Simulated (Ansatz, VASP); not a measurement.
## One calculation of PbF2, two programs

```
CELL_PARAMETERS angstrom
0.00000 3.04781 3.04781
2.96985 0.07796 2.96985
2.96985 2.96985 0.07796
ATOMIC_POSITIONS crystal
Pb 0.00000 0.00000 0.00000
F 0.25000 0.25000 0.25000
F 0.75000 0.75000 0.75000
```

Change from the starting cell: strain +0.0525 x Voigt [0, 0, 0, 1, 0, 0], atoms carried along.

Alike in both runs: task single point; functional LDA; k mesh 8 × 8 × 8; occupations gaussian, width 0.05 eV; no spin polarisation.

|  | VASP | Ansatz |
| --- | --- | --- |
| version | VASP 6.6.1 | Ansatz 0.2.0 |
| potentials or method | VASP PAW LDA potentials, release 64 (Pb_d, F), cutoff 520 eV | scalar-relativistic, plane waves, PAW |
| valence electrons in the cell | 28 | 28 |

|  | VASP | Ansatz | Ansatz less VASP |
| --- | --- | --- | --- |
| gap on the k mesh at the Fermi level (eV) | 4.18 | 4.22 | +0.037 |
| least direct gap on the mesh (eV) | 4.36 | 4.40 | +0.041 |
| pressure (GPa) | -4.7 | -4.7 | +0.01 |
| traceless stress, the component that is largest in VASP (GPa) | -1.49 | -1.45 | +0.042 |
| rms of the force components (eV/Å) | 0.048 | 0.045 | -0.0025 |

LDA's correlation is that of Perdew and Zunger in VASP and of Perdew and Wang (1992) in Ansatz. Atom by atom the forces differ by 0.003 eV/Å (rms over components).

Neither program's run includes spin-orbit coupling.
